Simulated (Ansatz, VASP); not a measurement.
## Two plane-wave programs on As

```
As
1.0
     1.87975    1.08527    3.48577
    -1.87975    1.08527    3.48577
     0.00000   -2.17055    3.48577
As
2
Direct
  0.22754 0.22754 0.22754
  0.77246 0.77246 0.77246
```

Alike in both runs: task electric field gradients; functional PBEsol; k mesh 13 × 13 × 13; occupations fermi-dirac, width 0.05 eV; no spin polarisation.

|  | VASP | Ansatz |
| --- | --- | --- |
| version | VASP 6.6.1 | Ansatz 0.2.0 |
| potentials or method | VASP PAW PBE potentials, release 64 (As) | PAW with Ansatz's default frozen-core files, scalar-relativistic |
| plane-wave cutoff (eV) | 400 | 420 |
| valence electrons in the cell | 10 | 30 |

```tsv
	VASP	Ansatz	Ansatz less VASP
pressure (GPa)	0.5	0.1	-0.38
traceless stress, the component that is largest in VASP (GPa)	-0.83	-0.72	+0.109
rms of the force components (eV/Å)	0.140	0.102	-0.0383
size of Vzz on the site where it differs most (V/Å²)	45.2	48.4	+3.18
```

VASP's potentials were made for PBE, not for PBEsol. Atom by atom the forces differ by 0.038 eV/Å (rms over components). VASP's potentials hold 10 valence electrons a cell and Ansatz's 30, so a difference there can come from the potentials and not from the codes.
